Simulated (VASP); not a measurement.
C:

```
C
1.0
     0.00000    1.86289    1.70397
     1.73045    0.00000    1.70397
     1.73045    1.86289    0.00000
C
2
Direct
  0.50000 0.50000 0.50000
  0.75000 0.75000 0.75000
```

This cell differs from its parent crystal: strain +e along x and -e along y -0.0375, strain +e along z and -e/2 along x and y -0.0350.

Base run:

* Program: VASP 6.6.1
* Functional: LDA
* Potentials or basis: VASP PAW LDA potentials, release 64 (C_h)
* Cutoff: 910 eV
* k mesh: 12 × 12 × 12
* Occupations: gaussian, width 0.05 eV
* Spin: no spin polarisation

Its results: band gap on the k mesh 2.88 eV, indirect (least direct gap 4.72 eV); pressure 2.0 GPa.

Task: The run is repeated on the same cell with these changes: potentials or basis from VASP PAW LDA potentials, release 64 (C_h) to VASP PAW LDA potentials, release 64 (C); cutoff from 910 eV to 520 eV; further incar settings from ALGO = Normal; EDIFF = 1e-06; NBANDS = 11 to ALGO = Normal; EDIFF = 1e-07; NBANDS = 11. What comes out?

Result: Band gap on the k mesh 2.88 eV, indirect (least direct gap 4.72 eV); pressure 2.9 GPa.

Caveats: the cutoff is under 1.25 times the usual one of these potentials, so pressure, stress and relaxed cells hold a basis-set (Pulay) error (some runs).

A k mesh can miss the band edges.
